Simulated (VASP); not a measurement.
Wanted: the native input for a VASP 6.6.1 run.

```yaml
Task: relaxation of cell and atoms
Functional: LDA
Potentials_or_basis: VASP PAW LDA potentials, release 64 (Cs_sv, Li_sv, Cr_pv, Te, S)
Cutoff: 600 eV
k_mesh: 6 × 6 × 1
Occupations: fermi-dirac, width 0.05 eV
Spin: collinear spin, ferromagnetic start
Starting_moments: "[0.0, 0.0, 3.0, 3.0, 0.0, 0.0, 0.0, 0.0, 0.0] μB"
Dipole_correction: no
Further_INCAR_settings: ALGO = Normal; EDIFF = 1e-06; IBRION = 2; EDIFFG = -0.01; NSW = 60; ISIF = 3
```

The structure of CsLiCr2Te2S3 lies in POSCAR:

```
CsLiCr2Te2S3
1.0
    3.6035800000      0.0000000000      0.0000000000
   -1.8017900000      3.1207900000      0.0000000000
    0.0000000000      0.0000000000     19.0665100000
Cs Li Cr Te S
1 1 2 2 3
Direct
    0.0000000000      0.0000000000      0.3739900000
    0.6666700000      0.3333300000      0.0160700000
    0.0000000000      0.0000000000      0.8663700000
    0.3333300000      0.6666700000      0.1683300000
    0.3333300000      0.6666700000      0.5389100000
    0.6666700000      0.3333300000      0.7727600000
    0.0000000000      0.0000000000      0.1003000000
    0.3333300000      0.6666700000      0.9292000000
    0.6666700000      0.3333300000      0.2340800000
```

The input as run:

INCAR

```
SYSTEM = CsLiCr2Te2S3
ALGO = Normal
EDIFF = 1E-6
EDIFFG = -0.01
ENCUT = 600
GGA = CA
IBRION = 2
ISIF = 3
ISMEAR = -1
ISPIN = 2
KPAR = 4
LASPH = .True.
LCHARG = .False.
LMAXMIX = 4
LORBIT = 11
LREAL = .False.
LWAVE = .False.
MAGMOM = 0 0 3 3 0 0 0 0 0
NELM = 150
NSW = 60
PREC = Accurate
SIGMA = 0.05
```

KPOINTS

```
k-points
0
Gamma
  6 6 1
  0 0 0
```

Potentials or basis: VASP PAW LDA potentials, release 64 (Cs_sv, Li_sv, Cr_pv, Te, S).

Command:

```sh
$ cat potpaw_LDA.64/Cs_sv/POTCAR potpaw_LDA.64/Li_sv/POTCAR potpaw_LDA.64/Cr_pv/POTCAR potpaw_LDA.64/Te/POTCAR potpaw_LDA.64/S/POTCAR > POTCAR
$ mpirun -np 4 vasp_std > vasp.out
```

It gave:

| Item | Value |
| --- | --- |
| Relaxed volume | 20.87 Å³/atom |
| Relaxed cell | a = 3.491 Å, b = 3.491 Å, c = 17.788 Å, α = 90.00°, β = 90.00°, γ = 120.00° |
| Space group after relaxing (to 0.05 Å) | P3m1 (No. 156) |
| Energy gained by relaxing | 41.8 meV/atom |
| Ionic steps | 47 |
| Pressure after relaxing | 0.0 GPa |
| Largest force after relaxing | 0.008 eV/Å |
| Net moment | 5.42 μB per cell |
| Site moments | Cs -0.00; Li -0.00; Cr +2.48, +2.76; Te +0.01, -0.11; S -0.02, -0.04 μB |
| Valence electrons inside the program's atomic spheres | Cs 6.61; Li 2.07; Cr 10.83, 10.75; Te 3.27, 3.41; S 3.77, 3.76 |

Caveat: the cutoff is under 1.25 times the usual one of these potentials, so pressure, stress and relaxed cells hold a basis-set (Pulay) error; only a ferromagnetic start was run, and an antiferromagnetic order may lie lower in energy.

Run time: 48 min on 4 MPI ranks on Intel(R) Xeon(R) 6975P-C (Granite Rapids), with other jobs on the host, peak memory 0.54 GiB a rank.
